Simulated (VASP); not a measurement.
Here is a VASP 6.6.1 calculation.

File INCAR:

```
  ALGO = Normal
  EDIFF = 1E-6
  ENCUT = 520
  GGA = PE
  ISIF = 2
  ISMEAR = 1
  LASPH = T
  LCHARG = T
  LELF = T
  LREAL = F
  LVHAR = T
  LWAVE = F
  NBANDS = 38
  NELM = 80
  PREC = Accurate
  SIGMA = 0.1
```

The input KPOINTS:

```
k-points
0
Gamma
  8 12 8
```

The input POSCAR:

```
SiNi
1.0
    5.1457987201      0.0000000000      0.0000000000
    0.0000000000      3.3854314579      0.0000000000
    0.0000000000      0.0000000000      5.6114822153
Si Ni
4 4
Direct
    0.3210223586      0.7500000000      0.0848828753
    0.1789776414      0.2500000000      0.5848828753
    0.8210223586      0.7500000000      0.4151171247
    0.6789776414      0.2500000000      0.9151171247
    0.0082993993      0.2500000000      0.1885893289
    0.4917006007      0.7500000000      0.6885893289
    0.5082993993      0.2500000000      0.3114106711
    0.9917006007      0.7500000000      0.8114106711
```

Potentials or basis: VASP PAW PBE potentials, release 64 (Si, Ni).

Command:

```sh
$ cat potpaw_PBE.64/Si/POTCAR potpaw_PBE.64/Ni/POTCAR > POTCAR
$ mpirun -np 1 vasp_std > vasp.out
```

What does it give for the band gap on the k mesh?

Zero (bands 28 and 29 overlap by 1.81 eV).

Predict the largest force.

0.012 eV/Å.

Estimate the pressure.

0.0 GPa.

Stress tensor (GPa, compression positive):
```
 0.05  0.00  0.00
 0.00 -0.09  0.00
 0.00  0.00  0.04
```

Spin polarisation is off, so any magnetic state and its effect on volume and gap are missing.
